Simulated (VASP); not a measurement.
A run of VASP 6.6.1 is set up as follows.

The input INCAR:

```
PREC = Accurate ; ENCUT = 520
EDIFF = 1E-7 ; ISMEAR = 0
SIGMA = 0.15 ; LREAL = F
LASPH = T ; NELM = 100
ALGO = Normal ; ISIF = 2
LWAVE = F ; LCHARG = F
GGA = PE ; NBANDS = 16
```

Contents of KPOINTS:

```
Automatic mesh
0
Gamma
  14 14 14
```

The input POSCAR:

```
InSb
1.0
    0.0000000000      2.8148558936      3.3767011300
    2.8148558936      0.0000000000      3.3767011300
    2.8148558936      2.8148558936      0.0000000000
In Sb
1 1
Direct
    0.0000000000      0.0000000000      0.0000000000
    0.5000000000      0.5000000000      0.5000000000
```

Potentials or basis: VASP PAW PBE potentials, release 64 (In_d, Sb).

The run is started by

```bash
$ cat potpaw_PBE.64/In_d/POTCAR potpaw_PBE.64/Sb/POTCAR > POTCAR
$ mpirun -np 1 vasp_std > vasp.out
```

(1) Estimate the pressure.

(2) Predict the band gap on the k mesh.

## Answers

(1) 8.9 GPa.

(2) zero (bands 9 and 10 overlap by 2.90 eV).

Caveat: the cell stands under pressure; spin-orbit coupling is left out, which moves the levels of the heavy elements.
